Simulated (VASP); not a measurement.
# Ta (Cmcm) in VASP: single point with PBE

Aim: the single point of Ta with PBE.

Program: VASP 6.6.1. These are calculated values, not measurements. Logs are shortened: lines on timing, memory, paths and dates and some standing lists are left out, and cuts for length are marked.

## (1) The cell of the first run

Symmetry: Cmcm, No. 63, orthorhombic system. The conventional cell has a = 3.319 Å, b = 4.693 Å, c = 4.693 Å, α = 90.00°, β = 90.00°, γ = 90.00°. Ta (site symmetry m2m) has 14 Ta at 2.87 to 3.39 Å within 3.8 Å.

## (2) Single point, PBE (atoms displaced along a vibrational mode)

The input, INCAR:

```
SYSTEM = Ta
PREC = Accurate
ENCUT = 520
EDIFF = 1E-6
ISMEAR = 0
SIGMA = 0.15
LREAL = .FALSE.
LASPH = .TRUE.
NELM = 80
ALGO = Fast
ISIF = 2
LWAVE = .FALSE.
LCHARG = .TRUE.
GGA = PE
LELF = .TRUE.
LVHAR = .TRUE.
NBANDS = 18
```

The input, KPOINTS:

```
regular mesh
0
G
  22 22 14
  0 0 0
```

The input, POSCAR:

```
Ta
1.0
   -1.6593948201      1.6593948201      1.6593948201
    1.6593948201     -1.6593948201      1.6593948201
    3.3187896402      3.3187896402      0.0000000000
Ta
2
Direct
   -0.0106530823      0.0106530823      0.0000000000
    0.5106530823      0.4893469177      0.5000000000
```

Potentials or basis: VASP PAW PBE potentials, release 64 (Ta_pv).

Launch:

```sh
$ cat potpaw_PBE.64/Ta_pv/POTCAR > POTCAR
$ mpirun -np 1 vasp_std > vasp.out
```

OUTCAR:

```text
SYSTEM = Ta
   PREC = Accurate
   ENCUT = 520
   EDIFF = 1E-6
   ISMEAR = 0
   LREAL = .FALSE.
   LASPH = .TRUE.
   NELM = 80
   ISIF = 2
   GGA = PE

 ion  position               nearest neighbor table
   1  0.989  0.011  0.000-   2 2.88   2 2.88   2 2.88   2 2.88   2 3.25   2 3.25   2 3.39   2 3.39

   2  0.511  0.489  0.500-   1 2.88   1 2.88   1 2.88   1 2.88   1 3.25   1 3.25   1 3.39   1 3.39

  LATTYP: Found a base centered orthorhombic cell.
 ALAT       =     3.3187896402
 B/A-ratio  =     1.4142135624
 C/A-ratio  =     1.4142135624

  Lattice vectors:

 A1 = (  -1.6593948201,   1.6593948201,   1.6593948201)
 A2 = (   1.6593948201,  -1.6593948201,   1.6593948201)
 A3 = (   3.3187896402,   3.3187896402,   0.0000000000)

Analysis of symmetry for initial positions (statically):
=====================================================================
 Subroutine PRICEL returns:
 Original cell was already a primitive cell.

 Routine SETGRP: Setting up the symmetry group for a
 base centered orthorhombic supercell.

 Subroutine GETGRP returns: Found  8 space group operations
 (whereof  4 operations were pure point group operations)
 out of a pool of  8 trial point group operations.

The static configuration has the point symmetry C_2v.
 The point group associated with its full space group is D_2h.

Analysis of symmetry for dynamics (positions and initial velocities):
=====================================================================
 Subroutine PRICEL returns:
 Original cell was already a primitive cell.

 Routine SETGRP: Setting up the symmetry group for a
 base centered orthorhombic supercell.

 Subroutine GETGRP returns: Found  8 space group operations
 (whereof  4 operations were pure point group operations)
 out of a pool of  8 trial point group operations.

The dynamic configuration has the point symmetry C_2v.
 The point group associated with its full space group is D_2h.

 Subroutine INISYM returns: Found  8 space group operations
 (whereof  4 operations are pure point group operations),
 and found     1 'primitive' translations

----------------------------------------------------------------------------------------

                                     Primitive cell

  volume of cell :      36.5544

  direct lattice vectors                    reciprocal lattice vectors
    -1.659394820  1.659394820  1.659394820    -0.150657334  0.150657334  0.301314668
     1.659394820 -1.659394820  1.659394820     0.150657334 -0.150657334  0.301314668
     3.318789640  3.318789640  0.000000000     0.150657334  0.150657334  0.000000000

  length of vectors
     2.874156138  2.874156138  4.693477320     0.369033595  0.369033595  0.213061645

  position of ions in fractional coordinates (direct lattice)
     0.989346918  0.010653082  0.000000000
     0.510653082  0.489346918  0.500000000

  ion indices of the primitive-cell ions
   primitive index   ion index
                 1           1
                 2           2

----------------------------------------------------------------------------------------

 KPOINTS: regular mesh

Automatic generation of k-mesh.
 Grid dimensions read from file:
 generate k-points for:   22   22   14

 Generating k-lattice:

  Cartesian coordinates                     Fractional coordinates (reciprocal lattice)
    -0.006848061  0.006848061  0.013696121     0.045454545  0.000000000  0.000000000
     0.006848061 -0.006848061  0.013696121     0.000000000  0.045454545  0.000000000
     0.010761238  0.010761238  0.000000000     0.000000000  0.000000000  0.071428571

  Length of vectors
     0.016774254  0.016774254  0.015218689

  Shift w.r.t. Gamma in fractional coordinates (k-lattice)
     0.000000000  0.000000000  0.000000000

 Subroutine IBZKPT returns following result:
 ===========================================

 Found   1064 irreducible k-points:

 Following reciprocal coordinates:
            Coordinates               Weight
  0.000000  0.000000  0.000000      1.000000
  0.045455  0.000000  0.000000      4.000000
  0.090909  0.000000  0.000000      4.000000
  0.136364  0.000000  0.000000      4.000000
  0.181818  0.000000  0.000000      4.000000
  0.227273  0.000000  0.000000      4.000000
[... 16 lines left out ...]
  0.500000  0.045455  0.000000      4.000000
 -0.454545  0.045455  0.000000      4.000000
 [... further k-points ...]
   k-points           NKPTS =   1064   k-points in BZ     NKDIM =   1064   number of bands    NBANDS=     18
   number of dos      NEDOS =    301   number of ions     NIONS =      2
   total plane-waves  NPLWV =  20736
   dimension x,y,z NGX =    24 NGY =   24 NGZ =   36
   dimension x,y,z NGXF=    48 NGYF=   48 NGZF=   72
   ions per type =               2
   NGX,Y,Z   is equivalent  to a cutoff of  13.88, 13.88, 12.75 a.u.
   NGXF,Y,Z  is equivalent  to a cutoff of  27.76, 27.76, 25.50 a.u.
 SYSTEM =  Ta
   PREC   = accura    normal or accurate (medium, high low for compatibility)
   ISTART =      0    job   : 0-new  1-cont  2-samecut
   ICHARG =      2    charge: 1-file 2-atom 10-const
   ISPIN  =      1    spin polarized calculation?
   LNONCOLLINEAR =      F non collinear calculations
   LSORBIT =      F    spin-orbit coupling
   LASPH  =      T    aspherical Exc in radial PAW
   ENCUT  =  520.0 eV  38.22 Ry    6.18 a.u.   5.34  5.34  8.73*2*pi/ulx,y,z
   NELM   =     80;   NELMIN=  2; NELMDL= -5     # of ELM steps
   EDIFF  = 0.1E-05   stopping-criterion for ELM
   LREAL  =      F    real-space projection
   EDIFFG = 0.1E-04   stopping-criterion for IOM
   NSW    =      0    number of steps for IOM
   IBRION =     -1    ionic relax: 0-MD 1-quasi-New 2-CG
   NFREE  =      0    steps in history (QN), initial steepest desc. (CG)
   ISIF   =      2    stress and relaxation
   ISYM   =      2    0-nonsym 1-usesym 2-fastsym
   POTIM  = 0.5000    time-step for ionic-motion
   TEBEG  =    0.0;   TEEND  =   0.0 temperature during run
   PSTRESS=    0.0 pullay stress
   NELECT =      22.0000    total number of electrons
   NUPDOWN=      -1.0000    fix difference up-down
   EMIN   =  10.00;   EMAX   =-10.00  energy-range for DOS
   EFERMI =   0.00;   METHOD = LEGACY
   ISMEAR =     0;   SIGMA  =   0.15  broadening in eV -4-tet -1-fermi 0-gaus
   EFERMI_NEDOS =   21; number of points for ismear=-14 and -15
   IALGO  =     68    algorithm
   IMIX   =      4    mixing-type and parameters
     AMIX     =   0.40;   BMIX     =  1.00
     AMIX_MAG =   1.60;   BMIX_MAG =  1.00
  volume/ion in A,a.u.               =      18.28       123.34
  Fermi-wavevector in a.u.,A,eV,Ry     =   1.382195  2.611970 25.993429  1.910463
  Thomas-Fermi vector in A             =   2.506909
   LORBIT       =      0    0 simple, 1 ext, 2 COOP (PROOUT), +10 PAW based schemes
   GGA     = PE    functional components
   LHFCALC =     F    Hartree Fock is set to
   AEXX    =    0.0000 exact exchange contribution
   IVDW    =     0    specifies the selected vdW correction
   LEPSILON=     F    determine dielectric tensor
   LRPA    =     F    only Hartree local field effects (RPA)
 non-spin polarized calculation
 RMM-DIIS sequential band-by-band and
 Gauss-broadening in eV      SIGMA  =   0.15
  energy-cutoff  :      520.00
  volume of cell :       36.55
 maximum number of plane-waves:      1027
 NGX is ok and might be reduce to    24
   NGX = 11   NGY = 11   NGZ = 17

 number of electron      22.0000005 magnetization

 Free energy of the ion-electron system (eV)
  ---------------------------------------------------
  ext. energy  EPLUGINS =         0.00000000
  ---------------------------------------------------
  free energy    TOTEN  =       -23.62702101 eV

  energy without entropy =      -23.59641367  energy(sigma->0) =      -23.61171734

 E-fermi :   5.3831     XC(G=0): -12.5435

 val. band max:        5.3818695987   @ k =   0.3636   0.3636   0.0714
 cond. band min:       5.3876120822   @ k =  -0.2727   0.0909   0.2857
 fundamental gap:      0.0057424835
 Fermi energy:         5.3830949052

 k-point     1 :       0.0000    0.0000    0.0000
  band No.  band energies     occupation
      1     -28.8797      2.00000
      2     -28.1239      2.00000
      3     -27.7723      2.00000
      4     -27.7649      2.00000
      5     -27.7623      2.00000
      6     -27.7612      2.00000
[... 10 lines left out ...]
     17      10.2347      0.00000
     18      12.9531      0.00000

 k-point     2 :       0.0455    0.0000    0.0000
  band No.  band energies     occupation
      1     -28.8725      2.00000
      2     -28.1305      2.00000
      3     -27.7828      2.00000
      4     -27.7818      2.00000
      5     -27.7662      2.00000
      6     -27.7638      2.00000
[... 10 lines left out ...]
     17      10.3030      0.00000
     18      13.0374      0.00000

 k-point     3 :       0.0909    0.0000    0.0000
  band No.  band energies     occupation
      1     -28.8509      2.00000
      2     -28.1518      2.00000
      3     -27.8369      2.00000
      4     -27.8084      2.00000
      5     -27.7778      2.00000
      6     -27.7680      2.00000
[... 10 lines left out ...]
     17      10.4392      0.00000
     18      13.3035      0.00000

 k-point     4 :       0.1364    0.0000    0.0000
  band No.  band energies     occupation
      1     -28.8157      2.00000
      2     -28.1919      2.00000
      3     -27.9227      2.00000
      4     -27.8414      2.00000
      5     -27.7972      2.00000
      6     -27.7750      2.00000
[... 375 lines left out ...]
      4     -28.2017      2.00000
      5     -27.9241      2.00000
      6     -27.8724      2.00000
[... 10 lines left out ...]
     17      12.4785      0.00000
     18      14.4635      0.00000

 k-point    23 :       0.5000    0.0455    0.0000
  band No.  band energies     occupation
      1     -28.6922      2.00000
      2     -28.6646      2.00000
      3     -28.2932      2.00000
      4     -28.1757      2.00000
      5     -27.9176      2.00000
      6     -27.8726      2.00000
[... 10 lines left out ...]
     17      13.4484      0.00000
     18      13.5976      0.00000

 k-point    24 :      -0.4545    0.0455    0.0000
  band No.  band energies     occupation
      1     -28.6817      2.00000
      2     -28.6383      2.00000
      3     -28.3715      2.00000
      4     -28.1013      2.00000
      5     -27.9148      2.00000
      6     -27.8655      2.00000
[... 10 lines left out ...]
     17      12.4096      0.00000
     18      14.7122      0.00000

 [... further k-points ...]

------------------------ aborting loop because EDIFF is reached ----------------------------------------

  FORCE on cell =-STRESS in cart. coord.  units (eV):
  Direction    XX          YY          ZZ          XY          YZ          ZX
  --------------------------------------------------------------------------------------
  -------------------------------------------------------------------------------------
  Total        0.0908113      0.0908113      0.1093011     -0.0140141      0.0000000      0.0000000
  in kB        3.9802597      3.9802597      4.7906644     -0.6142394      0.0000000      0.0000000
  external PRESSURE =       4.2503946 kB  Pullay stress =       0.0000000 kB

 VOLUME and BASIS-vectors are now :
 -----------------------------------------------------------------------------
  energy-cutoff  :      520.00
  volume of cell :       36.55
      direct lattice vectors                 reciprocal lattice vectors
    -1.659394820  1.659394820  1.659394820    -0.150657334  0.150657334  0.301314668
     1.659394820 -1.659394820  1.659394820     0.150657334 -0.150657334  0.301314668
     3.318789640  3.318789640  0.000000000     0.150657334  0.150657334  0.000000000

 POSITION                                       TOTAL-FORCE (eV/Angst)
 -----------------------------------------------------------------------------------
     -1.62404      1.62404      1.65939        -0.183146      0.183146      0.000000
      1.62404      1.69475      1.65939         0.183146     -0.183146      0.000000
 -----------------------------------------------------------------------------------
    total drift:                                0.000000     -0.000000      0.000000

  FREE ENERGIE OF THE ION-ELECTRON SYSTEM (eV)
  ---------------------------------------------------
  free  energy   TOTEN  =       -23.6270210107 eV

  energy  without entropy=      -23.5964136690  energy(sigma->0) =      -23.61171734
```

Run time: 3.4 min. Hardware: 1 thread of Intel Xeon 6975P-C (Granite Rapids), shared host; peak memory 0.63 GiB.

What came out:

| Item | Value |
| --- | --- |
| Free energy | -23.6270 eV |
| Pressure | 0.4 GPa |
| Largest force | 0.259 eV/Å |
| Band gap on the k mesh | zero (bands 11 and 12 overlap by 2.85 eV) |

Forces on the atoms (eV/Å):
```
Ta  -0.183  0.183  0.000
Ta   0.183 -0.183  0.000
```

Caveat: the cell differs from its parent crystal (atoms displaced along a vibrational mode); spin-orbit coupling is left out, which moves the levels of the heavy elements.
